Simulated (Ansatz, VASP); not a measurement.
# Sr: VASP beside Ansatz

The input INCAR:

```
SYSTEM = Sr
PREC = Accurate
ENCUT = 500
EDIFF = 1E-6
ISMEAR = 0
SIGMA = 0.1
LREAL = .False.
LASPH = .True.
NELM = 120
ALGO = Normal
ISIF = 2
LWAVE = .False.
LCHARG = .False.
GGA = PS
NBANDS = 17
GGA_COMPAT = .False.
```

KPOINTS

```
Automatic mesh
0
Gamma
  6 6 2
  0 0 0
```

File POSCAR:

```
Sr
1.0
    4.3100002207      0.0000000000      0.0000000000
   -2.1550001104      3.7325696814      0.0000000000
    0.0000000000      0.0000000000      7.0500000000
Sr
2
Direct
    0.3333333333      0.6666666667      0.2500000000
    0.6666666667      0.3333333333      0.7500000000
```

Input for Ansatz:

```yaml
crystal:
  lattice:
    - [4.3100002207, 0.0, 0.0]
    - [-2.1550001104, 3.7325696814, 0.0]
    - [0.0, 0.0, 7.05]
  atoms:
    - { symbol: Sr, position: [0.3333333333, 0.6666666667, 0.25] }
    - { symbol: Sr, position: [0.6666666667, 0.3333333333, 0.75] }
basis:
  ecutwfc: 420
kpoints:
  mp_grid: { grid: [6, 6, 2] }
hamiltonian:
  xc: pbesol
scf:
  occupations: { method: gaussian, width: 0.1 }
  n_extra_bands: 20
output:
  forces: true
  stress: true
  eigenvalues: true
```

Alike in both runs: task single point; functional PBEsol; k mesh 6 × 6 × 2; occupations gaussian, width 0.1 eV; no spin polarisation.

|  | VASP | Ansatz |
| --- | --- | --- |
| version | VASP 6.6.1 | Ansatz 0.2.0 |
| potentials or method | VASP PAW PBE potentials, release 64 (Sr_sv), cutoff 500 eV | scalar-relativistic, plane waves, PAW |
| valence electrons in the cell | 20 | 20 |

Ansatz gave:

| Quantity | Value |
| --- | --- |
| gap on the k mesh at the Fermi level (eV) | none |
| pressure (GPa) | -0.8 |
| traceless stress, the component that is largest in VASP (GPa) | 0.11 |

Problem. Estimate VASP's values.

Solution. gap on the k mesh at the Fermi level (eV): none; pressure (GPa): -0.8; traceless stress, the component that is largest in VASP (GPa): 0.10.

VASP's potentials were made for PBE, not for PBEsol. A gap of «none» marks a metal or a gap that the smearing closes. With one functional, cell and mesh, what is left measures potentials, basis and numerics.

The k mesh is coarse, so the values compare programs but aren't converged.
